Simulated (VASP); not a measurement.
**Cu: single point with LDA**

Cu:

```xyz
2
Lattice="2.2662 0.0000 0.0000 -1.1331 1.9626 0.0000 0.0000 0.0000 3.7233" Properties=species:S:1:pos:R:3 pbc="T T T"
Cu    0.0000    1.3084    0.9308
Cu    1.1331    0.6542    2.7924
```

This cell differs from its parent crystal: volume scaled by 0.76.

```yaml
Program: VASP 6.6.1
Task: single point
Functional: LDA
Potentials_or_basis: VASP PAW LDA potentials, release 64 (Cu)
Cutoff: 520 eV
k_mesh: 17 × 17 × 10
Occupations: fermi-dirac, width 0.1 eV
Spin: no spin polarisation
Dipole_correction: no
Further_INCAR_settings: ALGO = Normal; EDIFF = 1e-07; NBANDS = 18
```

```yaml
Pressure: 102.9 GPa
Band_gap_on_the_k_mesh: zero (band 11 reaches 17.52 eV, above the bottom of band 12 at 10.16 eV)
```

Levels at points of the mesh, in eV from the Fermi level:
```tsv
k point	band 9	band 10	band 11	band 12	band 13	band 14
(0.00, 0.00, 0.00)	-3.61	-2.35	-2.35	-2.33	5.70	24.12
(0.00, 0.00, 0.50)	-2.73	-2.73	-2.73	-2.73	15.48	15.48
```

Run time: 32 s on 1 thread of Intel Xeon 6975P-C, on a shared host, peak memory 0.16 GiB.
